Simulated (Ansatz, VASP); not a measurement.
# MgO: VASP beside Ansatz

Contents of INCAR:

```
SYSTEM = MgO
PREC = Accurate ; ENCUT = 520
EDIFF = 1E-6 ; ISMEAR = 0
SIGMA = 0.05 ; LREAL = .FALSE.
LASPH = .TRUE. ; NELM = 100
ALGO = Normal ; ISIF = 2
LWAVE = .FALSE. ; LCHARG = .FALSE.
GGA = PE ; NBANDS = 16
```

The input KPOINTS:

```
regular mesh
0
G
  9 9 6
  0 0 0
```

POSCAR

```
MgO
1.0
    3.5967232819      0.0000000000      0.0000000000
   -1.7983616410      3.1148537325      0.0000000000
    0.0000000000      0.0000000000      4.1934196743
Mg O
2 2
Direct
    0.6666666667      0.3333333333      0.7500000000
    0.3333333333      0.6666666667      0.2500000000
    0.6666666667      0.3333333333      0.2500000000
    0.3333333333      0.6666666667      0.7500000000
```

Input for Ansatz:

```yaml
crystal:
  lattice:
    - [3.5967232819, 0.0, 0.0]
    - [-1.798361641, 3.1148537325, 0.0]
    - [0.0, 0.0, 4.1934196743]
  atoms:
    - { symbol: Mg, position: [0.6666666667, 0.3333333333, 0.75] }
    - { symbol: Mg, position: [0.3333333333, 0.6666666667, 0.25] }
    - { symbol: O, position: [0.6666666667, 0.3333333333, 0.25] }
    - { symbol: O, position: [0.3333333333, 0.6666666667, 0.75] }
basis:
  ecutwfc: 520.0
kpoints:
  mp_grid: { grid: [9, 9, 6] }
hamiltonian:
  xc: pbe
  pseudopotentials: { kind: paw, azcp: { folder: soft_1 } }
scf:
  occupations: { method: gaussian, width: 0.05 }
output:
  forces: true
  stress: true
  eigenvalues: true
```

Alike in both runs: task single point; functional PBE; k mesh 9 × 9 × 6; occupations gaussian, width 0.05 eV; no spin polarisation.

```csv
,VASP,Ansatz
version,VASP 6.6.1,Ansatz 0.2.0
potentials or method,"VASP PAW PBE potentials, release 64 (Mg, O), cutoff 520 eV","scalar-relativistic, plane waves, PAW"
valence electrons in the cell,16,32
```

|  | VASP | Ansatz | Ansatz less VASP |
| --- | --- | --- | --- |
| gap on the k mesh at the Fermi level (eV) | 3.15 | 3.17 | +0.020 |
| least direct gap on the mesh (eV) | 3.15 | 3.17 | +0.020 |
| pressure (GPa) | -3.9 | -3.3 | +0.58 |
| traceless stress, the component that is largest in VASP (GPa) | 2.66 | 2.75 | +0.087 |

With one functional, cell and mesh, what is left measures potentials, basis and numerics. VASP's potentials hold 16 valence electrons a cell and Ansatz's 32, so a difference there can come from the potentials and not from the codes.
